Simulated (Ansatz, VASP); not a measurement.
**One calculation of B, two programs**

```
B
1.0
     5.04060    0.00000    0.00000
     0.00000    5.60817    0.00000
     0.00000    0.00000    6.92363
B
28
Direct
  0.65285 0.90738 0.29099
  0.34715 0.09262 0.29099
  0.15285 0.59262 0.20901
  0.84715 0.40738 0.20901
  0.34715 0.09262 0.70901
  0.65285 0.90738 0.70901
  0.84715 0.40738 0.79099
  0.15285 0.59262 0.79099
  0.14792 0.77122 0.00000
  0.85208 0.22878 0.00000
  0.64792 0.72878 0.50000
  0.35208 0.27122 0.50000
  0.83564 0.99194 0.50000
  0.16436 0.00806 0.50000
  0.33564 0.50806 0.00000
  0.66436 0.49194 0.00000
  0.33940 0.78109 0.37434
  0.66060 0.21891 0.37434
  0.83940 0.71891 0.12566
  0.16060 0.28109 0.12566
  0.66060 0.21891 0.62566
  0.33940 0.78109 0.62566
  0.16060 0.28109 0.87434
  0.83940 0.71891 0.87434
  0.17015 0.52065 0.50000
  0.82985 0.47935 0.50000
  0.67015 0.97935 0.00000
  0.32985 0.02065 0.00000
```

Alike in both runs: functional PBE; k mesh 6 × 6 × 4; occupations gaussian, width 0.02 eV; no spin polarisation.

Ansatz relaxed the structure, and its values are those at the end. VASP's run is a single point on that final structure, the one shown.

|  | VASP | Ansatz |
| --- | --- | --- |
| version | VASP 6.6.1 | Ansatz 0.2.0 |
| potentials or method | VASP PAW PBE potentials, release 64 (B), cutoff 520 eV | scalar-relativistic, plane waves, PAW |
| valence electrons in the cell | 84 | 84 |

VASP gave:

- gap on the k mesh at the Fermi level (eV): 1.54
- least direct gap on the mesh (eV): 1.68
- pressure (GPa): 0.0
- rms of the force components (eV/Å): 0.005

Question: Which values does Ansatz return?

Answer: gap on the k mesh at the Fermi level (eV): 1.54; least direct gap on the mesh (eV): 1.68; pressure (GPa): 0.0; rms of the force components (eV/Å): 0.002.
